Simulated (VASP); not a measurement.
# WS2 (Cmcm) in VASP: a series of runs, part 3 of 3

VASP 6.6.1.

## (5) Single point, PBE+D3(BJ) (mode 4 (29.2 1/cm) frozen in, largest displacement -0.200 Å)

The input, INCAR:

```
PREC = Accurate ; ENCUT = 520
EDIFF = 1E-6 ; ISMEAR = 0
SIGMA = 0.05 ; LREAL = False
LASPH = True ; NELM = 80
ALGO = Normal ; ISIF = 2
LWAVE = False ; LCHARG = True
GGA = PE ; IVDW = 12
LELF = True ; LVHAR = True
NBANDS = 35
```

The input, KPOINTS:

```
Automatic mesh
0
Gamma
  12 12 4
```

The input, POSCAR:

```
WS2
1.0
    3.1542061832      0.0000000000      0.0000000000
   -1.5771030916      2.7316226834      0.0000000000
    0.0000000000      0.0000000000     12.1399091344
W S
2 4
Direct
    0.3699416104      0.7398832208      0.2500000000
    0.6300583896      0.2601167792      0.7500000000
    0.2971591001      0.5943182003      0.6202874207
    0.7028408999      0.4056817997      0.1202874207
    0.2971591001      0.5943182003      0.8797125793
    0.7028408999      0.4056817997      0.3797125793
```

Potentials or basis: VASP PAW PBE potentials, release 64 (W_sv, S).

Command:

```sh
$ cat potpaw_PBE.64/W_sv/POTCAR potpaw_PBE.64/S/POTCAR > POTCAR
$ mpirun -np 1 vasp_std > vasp.out
```

OUTCAR:

```text
PREC = Accurate
   ENCUT = 520
   EDIFF = 1E-6
   ISMEAR = 0
   LREAL = False
   LASPH = True
   NELM = 80
   ISIF = 2
   GGA = PE
   IVDW = 12
 IVDW          = 12

 ion  position               nearest neighbor table
   1  0.370  0.740  0.250-   4 2.41   6 2.41   4 2.41   6 2.41   4 2.41   6 2.41
   2  0.630  0.260  0.750-   3 2.41   5 2.41   3 2.41   5 2.41   3 2.41   5 2.41
   3  0.297  0.594  0.620-   2 2.41   2 2.41   2 2.41
   4  0.703  0.406  0.120-   1 2.41   1 2.41   1 2.41
   5  0.297  0.594  0.880-   2 2.41   2 2.41   2 2.41
   6  0.703  0.406  0.380-   1 2.41   1 2.41   1 2.41

  LATTYP: Found a hexagonal cell.
 ALAT       =     3.1542061832
 C/A-ratio  =     3.8488001194

  Lattice vectors:

 A1 = (   3.1542061832,   0.0000000000,   0.0000000000)
 A2 = (  -1.5771030916,   2.7316226834,   0.0000000000)
 A3 = (   0.0000000000,   0.0000000000,  12.1399091344)

Analysis of symmetry for initial positions (statically):
=====================================================================
 Subroutine PRICEL returns:
 Original cell was already a primitive cell.
[... 183 lines left out ...]
 cond. band min:       8.6447434052   @ k =  -0.3333   0.1667   0.0000
 fundamental gap:      0.8942443986
 Fermi energy:         7.9821082772

 k-point     1 :       0.0000    0.0000    0.0000
  band No.  band energies     occupation
      1     -66.9151      2.00000
      2     -66.9151      2.00000
      3     -31.1735      2.00000
      4     -31.1735      2.00000
      5     -30.9945      2.00000
      6     -30.9945      2.00000
[... 901 lines left out ...]
     34      12.0682      0.00000
     35      13.0366      0.00000

 [... further k-points ...]

------------------------ aborting loop because EDIFF is reached ----------------------------------------

 Edisp (eV)   -2.61074

 E8    (eV) :    -1.0972

  FORCE on cell =-STRESS in cart. coord.  units (eV):
  Direction    XX          YY          ZZ          XY          YZ          ZX
  --------------------------------------------------------------------------------------
  -------------------------------------------------------------------------------------
  Total       0.10924    -0.08622     0.14942     0.00000    -0.00000     0.00000
  in kB       1.67326    -1.32066     2.28867     0.00000    -0.00000     0.00000
  external pressure =        0.88 kB  Pullay stress =        0.00 kB

 VOLUME and BASIS-vectors are now :
 -----------------------------------------------------------------------------
  energy-cutoff  :      520.00
  volume of cell :      104.60
      direct lattice vectors                 reciprocal lattice vectors
     3.154206183  0.000000000  0.000000000     0.317036979  0.183041385  0.000000000
    -1.577103092  2.731622683  0.000000000     0.000000000  0.366082771  0.000000000
     0.000000000  0.000000000 12.139909134     0.000000000  0.000000000  0.082372939

 POSITION                                       TOTAL-FORCE (eV/Angst)
 -----------------------------------------------------------------------------------
     -0.00000      2.02108      3.03498         0.000000     -0.099464      0.000000
      1.57710      0.71054      9.10493        -0.000000      0.099464      0.000000
     -0.00000      1.62345      7.53023        -0.000000     -0.002635      0.025578
      1.57710      1.10817      1.46028         0.000000      0.002635      0.025578
     -0.00000      1.62345     10.67963        -0.000000     -0.002635     -0.025578
      1.57710      1.10817      4.60968         0.000000      0.002635     -0.025578
 -----------------------------------------------------------------------------------
    total drift:                               -0.000000      0.000000     -0.000000

  FREE ENERGIE OF THE ION-ELECTRON SYSTEM (eV)
  ---------------------------------------------------
  free  energy   TOTEN  =       -49.7769074625 eV

  energy  without entropy=      -49.7769074625  energy(sigma->0) =      -49.77690746
```

It took 5.1 min on 1 thread of Intel Xeon Platinum 8488C (Sapphire Rapids), shared host; peak memory 0.48 GiB.

What came out:

| Property | Result |
| --- | --- |
| Free energy | -49.7769 eV |
| Pressure | 0.1 GPa |
| Largest force | 0.099 eV/Å |
| Band gap on the k mesh | 0.89 eV, indirect (least direct gap 1.84 eV) |
| Dispersion energy per atom | -0.435 eV |

Forces in eV/Å, atoms in the order of the input:
```
W    0.000 -0.099  0.000
W    0.000  0.099  0.000
S    0.000 -0.003  0.026
S    0.000  0.003  0.026
S    0.000 -0.003 -0.026
S    0.000  0.003 -0.026
```

Caveat: the cell differs from its parent crystal (mode 4 (29.2 1/cm) frozen in, largest displacement -0.200 Å); spin-orbit coupling is left out, which moves the levels of the heavy elements. A k mesh can miss the band edges.

## (6) Single point, PBE+D3(BJ) (mode 4 (29.2 1/cm) frozen in, largest displacement +0.100 Å)

The input, INCAR:

```
SYSTEM = WS2
PREC     = Accurate       ! precision mode
ENCUT    = 520            ! plane-wave cutoff, eV
EDIFF    = 1E-6           ! SCF threshold, eV
ISMEAR   = 0              ! smearing method
SIGMA    = 0.05           ! smearing width, eV
LREAL    = .FALSE.        ! projectors in reciprocal space
LASPH    = .TRUE.         ! aspherical terms in the spheres
NELM     = 100            ! most SCF steps
ALGO     = Normal         ! electronic algorithm
ISIF     = 2              ! what is computed and relaxed
LWAVE    = .FALSE.        ! write WAVECAR
LCHARG   = .FALSE.        ! write CHGCAR
GGA      = PE             ! functional
IVDW     = 12             ! dispersion correction
NBANDS   = 35             ! bands
```

The input, KPOINTS:

```
Automatic mesh
0
G
  12 12 4
  0 0 0
```

The input, POSCAR:

```
WS2
1.0
    3.1542061832      0.0000000000      0.0000000000
   -1.5771030916      2.7316226834      0.0000000000
    0.0000000000      0.0000000000     12.1399091344
W S
2 4
Direct
    0.3150291948      0.6300583896      0.2500000000
    0.6849708052      0.3699416104      0.7500000000
    0.3514204499      0.7028408999      0.6202874207
    0.6485795501      0.2971591001      0.1202874207
    0.3514204499      0.7028408999      0.8797125793
    0.6485795501      0.2971591001      0.3797125793
```

Potentials or basis: VASP PAW PBE potentials, release 64 (W_sv, S).

Command:

```sh
$ cat potpaw_PBE.64/W_sv/POTCAR potpaw_PBE.64/S/POTCAR > POTCAR
$ mpirun -np 1 vasp_std > vasp.out
```

Run time: 5.4 min. Hardware: 1 thread of Intel Xeon Platinum 8488C (Sapphire Rapids), shared host; peak memory 0.48 GiB.

Results (log left out):

| Item | Value |
| --- | --- |
| Free energy | -49.7914 eV |
| Pressure | 0.0 GPa |
| Largest force | 0.059 eV/Å |
| Band gap on the k mesh | 0.90 eV, indirect (least direct gap 1.83 eV) |
| Dispersion energy per atom | -0.435 eV |

Forces in eV/Å, atoms in the order of the input:
```
W    0.000  0.059  0.000
W    0.000 -0.059  0.000
S    0.000 -0.015  0.009
S    0.000  0.015  0.009
S    0.000 -0.015 -0.009
S    0.000  0.015 -0.009
```

Stress tensor (GPa, compression positive):
```
-0.07  0.00  0.00
 0.00  0.01  0.00
 0.00  0.00  0.07
```

Levels at points of the mesh, in eV from the valence-band top:
```
           k point  band 23  band 24  band 25  band 26  band 27  band 28  band 29  band 30
(0.00, 0.00, 0.00)    -2.20    -1.42    -1.29     0.00     2.22     2.25     2.25     2.29
(0.50, 0.00, 0.00)    -2.03    -1.81    -1.72    -1.60     2.28     2.33     2.51     2.88
(0.00, 0.50, 0.00)    -2.04    -1.87    -1.79    -1.48     2.28     2.33     2.60     2.85
(0.00, 0.00, 0.50)    -2.24    -2.24    -0.31    -0.31     2.22     2.22     2.27     2.27
(0.50, 0.00, 0.50)    -1.91    -1.91    -1.67    -1.67     2.30     2.30     2.73     2.73
(0.00, 0.50, 0.50)    -1.91    -1.91    -1.62    -1.62     2.30     2.30     2.74     2.74
```

Caveat: the cell differs from its parent crystal (mode 4 (29.2 1/cm) frozen in, largest displacement +0.100 Å); spin-orbit coupling is left out, which moves the levels of the heavy elements. A k mesh can miss the band edges.
